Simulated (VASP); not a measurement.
**Be31C17 (a cell with a defect): single point with PBE**

Be31C17 (a cell with a defect):

```
C Be
1.0
     4.32840   -4.32840   -4.32840
    -4.32840   -4.32840    4.32840
    -4.32840    4.32840   -4.32840
C Be
17 31
Cartesian
  -3.2463 1.0821 -1.0821
  -2.1601 -4.3221 2.1705
  -6.4989 -2.1705 0.0041
  -2.1220 -0.0422 -2.2064
  -4.3325 -2.1705 2.1705
  -2.1705 -2.1601 -0.0063
  -4.3325 -4.3221 -4.3347
  -4.3706 2.2064 -2.2064
  -2.1705 -4.3325 -2.1579
  -4.3706 -0.0422 0.0422
  -2.1220 -6.4504 0.0422
  2.1579 -4.3221 -2.1683
  -4.3221 -2.1601 -2.1579
  -2.1601 -2.1705 -4.3347
  -4.3221 -4.3325 -0.0063
  0.0063 -2.1705 -2.1683
  0.0063 -4.3221 0.0041
  -3.2713 -1.0842 1.0842
  -3.2463 -3.2463 3.2463
  -1.0842 -1.0800 -5.4355
  -3.2713 3.2484 -3.2484
  -1.0842 -3.2713 -3.2442
  -1.0800 -5.4084 -1.0571
  1.0821 -3.2463 -1.0821
  3.2484 -3.2213 -3.2442
  -3.2213 -1.0842 -3.2484
  -3.2463 -3.2463 -1.0821
  -1.0800 -1.0842 -1.1071
  1.1071 -1.0800 -3.2442
  -1.0842 -3.2213 1.0800
  -5.4126 -1.0842 -1.0571
  -1.0800 1.0571 -3.2484
  -1.0399 -5.3683 1.1243
  -1.0821 1.0821 -5.4105
  -1.0399 -1.1243 -3.2885
  -3.2463 -3.2463 1.0821
  -1.0821 -3.2463 -1.0821
  1.0821 -1.0821 -1.0821
  -3.2463 1.0821 -3.2484
  -5.4527 -1.1243 1.1243
  -3.2463 -1.0842 -1.0821
  -1.0800 1.0821 -1.0821
  -1.1243 -1.0399 1.0399
  -3.2463 -3.2463 -3.2463
  -5.4126 1.0821 -1.0821
  1.0821 -1.0800 -5.4105
  1.0821 -3.2463 -3.2442
  1.0821 -5.4105 -1.0821
```

- Program: VASP 6.6.1
- Task: single point
- Functional: PBE
- Potentials or basis: VASP PAW PBE potentials, release 64 (C, Be)
- Cutoff: 520 eV
- k mesh: 2 × 2 × 2, shifted
- Occupations: gaussian, width 0.01 eV
- Spin: no spin polarisation

```json
{
 "Pressure": "2.9 GPa",
 "Largest force": "0.021 eV/Å",
 "Band gap on the k mesh": "0.64 eV"
}
```

Forces on the atoms (eV/Å):
```
C    0.000  0.000  0.000
C   -0.012 -0.012 -0.012
C    0.012  0.012 -0.012
C    0.001 -0.001 -0.001
C    0.012  0.012 -0.012
C    0.012 -0.012  0.012
C    0.012 -0.012  0.012
C   -0.001  0.001 -0.001
C    0.012  0.012 -0.012
C   -0.001 -0.001  0.001
C    0.001  0.001  0.001
C    0.012 -0.012  0.012
C   -0.012 -0.012 -0.012
C   -0.012  0.012  0.012
C   -0.012  0.012  0.012
C   -0.012  0.012  0.012
C   -0.012 -0.012 -0.012
Be   0.003  0.005 -0.005
Be   0.000  0.000  0.000
Be   0.005 -0.005  0.003
Be   0.003 -0.005  0.005
Be   0.005  0.003 -0.005
Be  -0.005 -0.005 -0.003
Be   0.000  0.000  0.000
Be  -0.005 -0.003 -0.005
Be  -0.003  0.005  0.005
Be   0.000  0.000  0.000
Be  -0.005  0.005  0.003
Be  -0.003 -0.005 -0.005
Be   0.005 -0.003  0.005
Be   0.005  0.005 -0.003
Be  -0.005  0.003  0.005
Be   0.002  0.002  0.002
Be   0.000  0.000  0.000
Be   0.002 -0.002 -0.002
Be   0.000  0.000  0.000
Be   0.000  0.000  0.000
Be   0.000  0.000  0.000
Be   0.000  0.000  0.014
Be  -0.002 -0.002  0.002
Be   0.000  0.014  0.000
Be  -0.014  0.000  0.000
Be  -0.002  0.002 -0.002
Be   0.000  0.000  0.000
Be   0.014  0.000  0.000
Be   0.000 -0.014  0.000
Be   0.000  0.000 -0.014
Be   0.000  0.000  0.000
```

Levels at points of the mesh, in eV from the valence-band top:
```
           k point  band 63  band 64  band 65  band 66  band 67  band 68
(0.25, 0.25, 0.25)    -2.22    -2.22    -0.50     1.59     1.59     1.59
```

Run time: 120 s on 1 thread of Intel(R) Xeon(R) Platinum 8488C (Sapphire Rapids), with other jobs on the host, peak memory 0.42 GiB.
